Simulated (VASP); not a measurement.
Here is a VASP 6.6.1 calculation.

The input INCAR:

```
SYSTEM = TaN
PREC = Accurate
ENCUT = 520
EDIFF = 1E-7
ISMEAR = -1
SIGMA = 0.1
LREAL = .FALSE.
LASPH = .TRUE.
NELM = 60
ALGO = Normal
ISIF = 2
LWAVE = .FALSE.
LCHARG = .FALSE.
GGA = CA
NBANDS = 33
```

KPOINTS

```
Automatic mesh
0
G
  5 5 8
  0 0 0
```

POSCAR

```
TaN
1.0
    5.1616441993      0.0000000000      0.0000000000
   -2.5808220996      4.4701150019      0.0000000000
    0.0000000000      0.0000000000      2.8791118526
Ta N
3 3
Direct
    0.3333333333      0.6666666667      0.5000000000
    0.6666666667      0.3333333333      0.5000000000
    0.0000000000      0.0000000000      0.0000000000
    0.3928467213      0.0000000000      0.0000000000
    0.6071532787      0.6071532787      0.0000000000
    0.0000000000      0.3928467213      0.0000000000
```

Potentials or basis: VASP PAW LDA potentials, release 64 (Ta_pv, N).

Command:

```bash
$ cat potpaw_LDA.64/Ta_pv/POTCAR potpaw_LDA.64/N/POTCAR > POTCAR
$ mpirun -np 1 vasp_std > vasp.out
```

**Question.** Estimate the largest force.

**Answer.** 0.020 eV/Å.

**Question.** Estimate the pressure.

**Answer.** -0.2 GPa.

**Question.** Estimate the band gap on the k mesh.

**Answer.** Zero (bands 24 and 25 overlap by 3.17 eV).

Forces in eV/Å, atoms in the order of the input:
```
Ta   0.000  0.000  0.000
Ta   0.000  0.000  0.000
Ta   0.000  0.000  0.000
N    0.020  0.000  0.000
N   -0.010 -0.017  0.000
N   -0.010  0.017  0.000
```

Caveat: spin-orbit coupling is left out, which moves the levels of the heavy elements.
